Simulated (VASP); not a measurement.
# TaN (P-6m2) in VASP: further runs

TaN is run at these levels: PBE; tasks: single point.

All numbers are computed with VASP 6.6.1; they aren't measurements. Logs are shortened: lines on timing, memory, paths and dates and some standing lists are left out, and cuts for length are marked.

### 1 The cell of the first run

Symmetry: P-6m2, No. 187, hexagonal system. The conventional cell has a = 2.981 Å, b = 2.981 Å, c = 2.923 Å, α = 90.00°, β = 90.00°, γ = 120.00°. Ta (site symmetry -6m2) has 6 N at 2.26 Å and 8 Ta at 2.92 to 2.98 Å within 3.0 Å. N (site symmetry -6m2) has 6 Ta at 2.26 Å and 8 N at 2.92 to 2.98 Å within 3.0 Å.

### 2 Single point, PBE (11.25 Å³/atom)

File INCAR:

```
PREC = Accurate
ENCUT = 600
EDIFF = 1E-6
ISMEAR = 0
SIGMA = 0.1
LREAL = False
LASPH = True
NELM = 120
ALGO = Normal
ISIF = 2
LWAVE = False
LCHARG = False
GGA = PE
NBANDS = 15
GGA_COMPAT = False
```

File KPOINTS:

```
Automatic mesh
0
Gamma
  18 18 14
```

File POSCAR:

```
TaN
1.0
    2.9811384249      0.0000000000      0.0000000000
   -1.4905692125      2.5817416082      0.0000000000
    0.0000000000      0.0000000000      2.9230449483
Ta N
1 1
Direct
    0.3333333333      0.6666666667      0.5000000000
    0.0000000000      0.0000000000      0.0000000000
```

Potentials or basis: VASP PAW PBE potentials, release 64 (Ta_pv, N).

Command:

```bash
cat potpaw_PBE.64/Ta_pv/POTCAR potpaw_PBE.64/N/POTCAR > POTCAR
mpirun -np 1 vasp_std > vasp.out
```

OUTCAR:

```text
PREC = Accurate
   ENCUT = 600
   EDIFF = 1E-6
   ISMEAR = 0
   LREAL = False
   LASPH = True
   NELM = 120
   ISIF = 2
   GGA = PE

 ion  position               nearest neighbor table
   1  0.333  0.667  0.500-   2 2.26   2 2.26   2 2.26   2 2.26   2 2.26   2 2.26
   2  0.000  0.000  0.000-   1 2.26   1 2.26   1 2.26   1 2.26   1 2.26   1 2.26

  LATTYP: Found a hexagonal cell.
 ALAT       =     2.9811384249
 C/A-ratio  =     0.9805129892

  Lattice vectors:

 A1 = (   2.9811384249,   0.0000000000,   0.0000000000)
 A2 = (  -1.4905692125,   2.5817416082,   0.0000000000)
 A3 = (   0.0000000000,   0.0000000000,   2.9230449483)

Analysis of symmetry for initial positions (statically):
=====================================================================
 Subroutine PRICEL returns:
 Original cell was already a primitive cell.

 Routine SETGRP: Setting up the symmetry group for a
 hexagonal supercell.

 Subroutine GETGRP returns: Found 12 space group operations
 (whereof 12 operations were pure point group operations)
 out of a pool of 24 trial point group operations.

The static configuration has the point symmetry D_3h.

Analysis of symmetry for dynamics (positions and initial velocities):
=====================================================================
 Subroutine PRICEL returns:
 Original cell was already a primitive cell.

 Routine SETGRP: Setting up the symmetry group for a
 hexagonal supercell.

 Subroutine GETGRP returns: Found 12 space group operations
 (whereof 12 operations were pure point group operations)
 out of a pool of 24 trial point group operations.

The dynamic configuration has the point symmetry D_3h.

 Subroutine INISYM returns: Found 12 space group operations
 (whereof 12 operations are pure point group operations),
 and found     1 'primitive' translations

----------------------------------------------------------------------------------------

                                     Primitive cell

  volume of cell :      22.4973

  direct lattice vectors                    reciprocal lattice vectors
     2.981138425  0.000000000  0.000000000     0.335442324  0.193667716  0.000000000
    -1.490569213  2.581741608  0.000000000     0.000000000  0.387335432  0.000000000
     0.000000000  0.000000000  2.923044948     0.000000000  0.000000000  0.342109005

  length of vectors
     2.981138425  2.981138425  2.923044948     0.387335432  0.387335432  0.342109005

  position of ions in fractional coordinates (direct lattice)
     0.333333333  0.666666667  0.500000000
     0.000000000  0.000000000  0.000000000

  ion indices of the primitive-cell ions
   primitive index   ion index
                 1           1
                 2           2

----------------------------------------------------------------------------------------

 KPOINTS: Automatic mesh

Automatic generation of k-mesh.
 Grid dimensions read from file:
 generate k-points for:   18   18   14

 Generating k-lattice:

  Cartesian coordinates                     Fractional coordinates (reciprocal lattice)
     0.018635685  0.010759318  0.000000000     0.055555556  0.000000000  0.000000000
     0.000000000  0.021518635  0.000000000     0.000000000  0.055555556  0.000000000
     0.000000000  0.000000000  0.024436358     0.000000000  0.000000000  0.071428571

  Length of vectors
     0.021518635  0.021518635  0.024436358

  Shift w.r.t. Gamma in fractional coordinates (k-lattice)
     0.000000000  0.000000000  0.000000000

 Subroutine IBZKPT returns following result:
 ===========================================

 Found    296 irreducible k-points:

 Following reciprocal coordinates:
            Coordinates               Weight
  0.000000  0.000000  0.000000      1.000000
  0.055556  0.000000  0.000000      6.000000
  0.111111  0.000000  0.000000      6.000000
  0.166667  0.000000  0.000000      6.000000
  0.222222  0.000000  0.000000      6.000000
  0.277778  0.000000  0.000000      6.000000
[... 16 lines left out ...]
  0.333333  0.111111  0.000000     12.000000
  0.388889  0.111111  0.000000     12.000000
 [... further k-points ...]
   k-points           NKPTS =    296   k-points in BZ     NKDIM =    296   number of bands    NBANDS=     15
   number of dos      NEDOS =    301   number of ions     NIONS =      2
   total plane-waves  NPLWV =  13824
   dimension x,y,z NGX =    24 NGY =   24 NGZ =   24
   dimension x,y,z NGXF=    48 NGYF=   48 NGZF=   48
   ions per type =               1   1
   NGX,Y,Z   is equivalent  to a cutoff of  13.38, 13.38, 13.65 a.u.
   NGXF,Y,Z  is equivalent  to a cutoff of  26.77, 26.77, 27.30 a.u.
 SYSTEM =  unknown system
   PREC   = accura    normal or accurate (medium, high low for compatibility)
   ISTART =      0    job   : 0-new  1-cont  2-samecut
   ICHARG =      2    charge: 1-file 2-atom 10-const
   ISPIN  =      1    spin polarized calculation?
   LNONCOLLINEAR =      F non collinear calculations
   LSORBIT =      F    spin-orbit coupling
   LASPH  =      T    aspherical Exc in radial PAW
   ENCUT  =  600.0 eV  44.10 Ry    6.64 a.u.   5.95  5.95  5.84*2*pi/ulx,y,z
   NELM   =    120;   NELMIN=  2; NELMDL= -5     # of ELM steps
   EDIFF  = 0.1E-05   stopping-criterion for ELM
   LREAL  =      F    real-space projection
   EDIFFG = 0.1E-04   stopping-criterion for IOM
   NSW    =      0    number of steps for IOM
   IBRION =     -1    ionic relax: 0-MD 1-quasi-New 2-CG
   NFREE  =      0    steps in history (QN), initial steepest desc. (CG)
   ISIF   =      2    stress and relaxation
   ISYM   =      2    0-nonsym 1-usesym 2-fastsym
   POTIM  = 0.5000    time-step for ionic-motion
   TEBEG  =    0.0;   TEEND  =   0.0 temperature during run
   PSTRESS=    0.0 pullay stress
   NELECT =      16.0000    total number of electrons
   NUPDOWN=      -1.0000    fix difference up-down
   EMIN   =  10.00;   EMAX   =-10.00  energy-range for DOS
   EFERMI =   0.00;   METHOD = LEGACY
   ISMEAR =     0;   SIGMA  =   0.10  broadening in eV -4-tet -1-fermi 0-gaus
   EFERMI_NEDOS =   21; number of points for ismear=-14 and -15
   IALGO  =     38    algorithm
   IMIX   =      4    mixing-type and parameters
     AMIX     =   0.40;   BMIX     =  1.00
     AMIX_MAG =   1.60;   BMIX_MAG =  1.00
  volume/ion in A,a.u.               =      11.25        75.91
  Fermi-wavevector in a.u.,A,eV,Ry     =   1.461295  2.761448 29.053667  2.135384
  Thomas-Fermi vector in A             =   2.577644
   LORBIT       =      0    0 simple, 1 ext, 2 COOP (PROOUT), +10 PAW based schemes
   GGA     = PE    functional components
   LHFCALC =     F    Hartree Fock is set to
   AEXX    =    0.0000 exact exchange contribution
   IVDW    =     0    specifies the selected vdW correction
   LEPSILON=     F    determine dielectric tensor
   LRPA    =     F    only Hartree local field effects (RPA)
 non-spin polarized calculation
 Gauss-broadening in eV      SIGMA  =   0.10
  energy-cutoff  :      600.00
  volume of cell :       22.50
 maximum number of plane-waves:       774
 NGX is ok and might be reduce to    24
   NGX = 11   NGY = 11   NGZ = 11

 number of electron      16.0000000 magnetization

 Free energy of the ion-electron system (eV)
  ---------------------------------------------------
  ext. energy  EPLUGINS =         0.00000000
  ---------------------------------------------------
  free energy    TOTEN  =       -22.43172428 eV

  energy without entropy =      -22.43146006  energy(sigma->0) =      -22.43159217

 E-fermi :   7.8064     XC(G=0): -13.1110

 val. band max:        7.7717221378   @ k =   0.0000   0.0000   0.4286
 cond. band min:       7.8364355803   @ k =   0.0556   0.0000   0.5000
 fundamental gap:      0.0647134425
 Fermi energy:         7.8063844140

 k-point     1 :       0.0000    0.0000    0.0000
  band No.  band energies     occupation
      1     -27.1622      2.00000
      2     -26.9212      2.00000
      3     -26.9212      2.00000
      4      -9.6462      2.00000
      5       3.4272      2.00000
      6       3.4272      2.00000
      7       3.7960      2.00000
      8       4.9444      2.00000
      9       9.6962      0.00000
     10      11.2038      0.00000
     11      11.2038      0.00000
     12      11.5727      0.00000
     13      11.5727      0.00000
     14      20.6299      0.00000
     15      21.0456      0.00000

 k-point     2 :       0.0556    0.0000    0.0000
  band No.  band energies     occupation
      1     -27.1586      2.00000
      2     -26.9498      2.00000
      3     -26.9273      2.00000
      4      -9.5869      2.00000
      5       3.2261      2.00000
      6       3.4725      2.00000
      7       3.8856      2.00000
      8       4.8571      2.00000
      9       9.9274      0.00000
     10      11.0766      0.00000
     11      11.2131      0.00000
     12      11.5420      0.00000
     13      11.6565      0.00000
     14      20.6232      0.00000
     15      21.0433      0.00000

 k-point     3 :       0.1111    0.0000    0.0000
  band No.  band energies     occupation
      1     -27.1483      2.00000
      2     -27.0313      2.00000
      3     -26.9450      2.00000
      4      -9.4153      2.00000
      5       2.7408      2.00000
      6       3.6017      2.00000
      7       4.1073      2.00000
      8       4.6194      2.00000
      9      10.4344      0.00000
     10      10.8397      0.00000
     11      11.2493      0.00000
     12      11.4549      0.00000
     13      11.8761      0.00000
     14      20.6001      0.00000
     15      21.0382      0.00000

 k-point     4 :       0.1667    0.0000    0.0000
  band No.  band energies     occupation
      1     -27.1541      2.00000
      2     -27.1324      2.00000
      3     -26.9720      2.00000
      4      -9.1495      2.00000
      5       2.1283      2.00000
      6       3.7945      2.00000
      7       4.2873      2.00000
      8       4.4119      2.00000
      9      10.2228      0.00000
     10      11.3249      0.00000
     11      11.3338      0.00000
     12      11.4361      0.00000
     13      12.1567      0.00000
     14      20.5850      0.00000
     15      21.0336      0.00000
[... 307 lines left out ...]
 k-point    22 :       0.2778    0.1111    0.0000
  band No.  band energies     occupation
      1     -27.5897      2.00000
      2     -27.1253      2.00000
      3     -27.0671      2.00000
      4      -7.9951      2.00000
      5       0.4671      2.00000
      6       3.2252      2.00000
      7       3.9230      2.00000
      8       5.4490      2.00000
      9       9.5973      0.00000
     10      10.3441      0.00000
     11      12.3082      0.00000
     12      13.3133      0.00000
     13      14.1837      0.00000
     14      20.8688      0.00000
     15      21.0696      0.00000

 k-point    23 :       0.3333    0.1111    0.0000
  band No.  band energies     occupation
      1     -27.6862      2.00000
      2     -27.1594      2.00000
      3     -27.0520      2.00000
      4      -7.7074      2.00000
      5       0.1621      2.00000
      6       3.0216      2.00000
      7       3.8041      2.00000
      8       5.5713      2.00000
      9      10.0499      0.00000
     10      10.1457      0.00000
     11      12.3401      0.00000
     12      13.4635      0.00000
     13      15.0442      0.00000
     14      20.2978      0.00000
     15      21.0305      0.00000

 k-point    24 :       0.3889    0.1111    0.0000
  band No.  band energies     occupation
      1     -27.7483      2.00000
      2     -27.1815      2.00000
      3     -27.0421      2.00000
      4      -7.5131      2.00000
      5      -0.0271      2.00000
      6       2.8946      2.00000
      7       3.6907      2.00000
      8       5.6199      2.00000
      9      10.0186      0.00000
     10      10.6868      0.00000
     11      12.0783      0.00000
     12      13.5440      0.00000
     13      15.9149      0.00000
     14      19.3308      0.00000
     15      21.0231      0.00000

 [... further k-points ...]
[... 5 lines left out ...]
  --------------------------------------------------------------------------------------
  -------------------------------------------------------------------------------------
  Total       -1.2546409     -1.2546409     -1.2362428      0.0000000      0.0000000     -0.0000000
  in kB      -89.3510409    -89.3510410    -88.0407919      0.0000000      0.0000000     -0.0000000
  external PRESSURE =     -88.9142913 kB  Pullay stress =       0.0000000 kB

 VOLUME and BASIS-vectors are now :
 -----------------------------------------------------------------------------
  energy-cutoff  :      600.00
  volume of cell :       22.50
      direct lattice vectors                 reciprocal lattice vectors
     2.981138425  0.000000000  0.000000000     0.335442324  0.193667716  0.000000000
    -1.490569213  2.581741608  0.000000000     0.000000000  0.387335432  0.000000000
     0.000000000  0.000000000  2.923044948     0.000000000  0.000000000  0.342109005

 POSITION                                       TOTAL-FORCE (eV/Angst)
 -----------------------------------------------------------------------------------
     -0.00000      1.72116      1.46152         0.000000     -0.000000      0.000000
      0.00000      0.00000      0.00000        -0.000000      0.000000      0.000000
 -----------------------------------------------------------------------------------
    total drift:                                0.000000     -0.000000     -0.000000

  FREE ENERGIE OF THE ION-ELECTRON SYSTEM (eV)
  ---------------------------------------------------
  free  energy   TOTEN  =       -22.4317242758 eV

  energy  without entropy=      -22.4314600555  energy(sigma->0) =      -22.43159217
```

Run time: 97 s. Hardware: 1 thread of Intel Xeon 8259CL, shared host; peak memory 0.24 GiB.

What came out:

- Free energy: -22.4317 eV
- Pressure: -8.9 GPa
- Band gap on the k mesh: zero (bands 8 and 9 overlap by 0.29 eV)

Levels at points of the mesh, in eV from the Fermi level:
```tsv
k point	band 4	band 5	band 6	band 7	band 8	band 9	band 10	band 11	band 12	band 13
(0.00, 0.00, 0.00)	-17.45	-4.38	-4.38	-4.01	-2.86	1.89	3.40	3.40	3.77	3.77
(0.50, 0.00, 0.00)	-15.33	-8.04	-4.97	-3.30	-3.10	2.85	3.77	4.98	4.99	7.04
(0.00, 0.00, 0.50)	-15.04	-9.08	-3.60	-3.60	-0.07	-0.07	2.29	3.20	3.20	7.83
(0.50, 0.00, 0.50)	-15.53	-7.07	-6.01	-5.44	-0.43	3.86	5.02	5.67	6.69	9.61
```

Caveat: the cell stands under tension; spin-orbit coupling is left out, which moves the levels of the heavy elements.

### 3 Single point, PBE (11.58 Å³/atom)

This run uses another cell than the first one, of 11.58 Å³/atom.

File INCAR:

```
SYSTEM = TaN
PREC = Accurate
ENCUT = 600
EDIFF = 1E-6
ISMEAR = 0
SIGMA = 0.1
LREAL = .False.
LASPH = .True.
NELM = 120
ALGO = Normal
ISIF = 2
LWAVE = .False.
LCHARG = .False.
GGA = PE
NBANDS = 15
GGA_COMPAT = .False.
```

File KPOINTS:

```
regular mesh
0
Gamma
  18 18 14
  0 0 0
```

File POSCAR:

```
TaN
1.0
    3.0115186841      0.0000000000      0.0000000000
   -1.5057593421      2.6080516844      0.0000000000
    0.0000000000      0.0000000000      2.9477951160
Ta N
1 1
Direct
    0.3333333333      0.6666666667      0.5000000000
    0.0000000000      0.0000000000      0.0000000000
```

Potentials or basis: VASP PAW PBE potentials, release 64 (Ta_pv, N).

Command:

```bash
cat potpaw_PBE.64/Ta_pv/POTCAR potpaw_PBE.64/N/POTCAR > POTCAR
mpirun -np 1 vasp_std > vasp.out
```

Wall time 93 s (1 thread of Intel Xeon 8259CL, shared host); peak memory 0.25 GiB.

The run converged. Its results:

* Free energy: -22.3795 eV
* Pressure: -16.9 GPa
* Band gap on the k mesh: zero (bands 8 and 9 overlap by 0.29 eV)

Stress tensor (GPa, compression positive):
```
-16.96   0.00   0.00
  0.00 -16.96   0.00
  0.00   0.00 -16.85
```

Levels at points of the mesh, in eV from the Fermi level:
```tsv
k point	band 4	band 5	band 6	band 7	band 8	band 9	band 10	band 11	band 12	band 13
(0.00, 0.00, 0.00)	-17.24	-4.27	-4.27	-3.88	-2.81	1.67	3.28	3.28	3.61	3.61
(0.50, 0.00, 0.00)	-15.22	-7.88	-4.82	-3.19	-3.05	2.75	3.59	4.77	4.83	6.78
(0.00, 0.00, 0.50)	-14.96	-8.90	-3.52	-3.52	-0.07	-0.07	2.23	3.10	3.10	7.58
(0.50, 0.00, 0.50)	-15.37	-6.91	-5.89	-5.30	-0.47	3.67	4.80	5.44	6.43	9.23
```

Caveat: the cell stands under tension; spin-orbit coupling is left out, which moves the levels of the heavy elements.
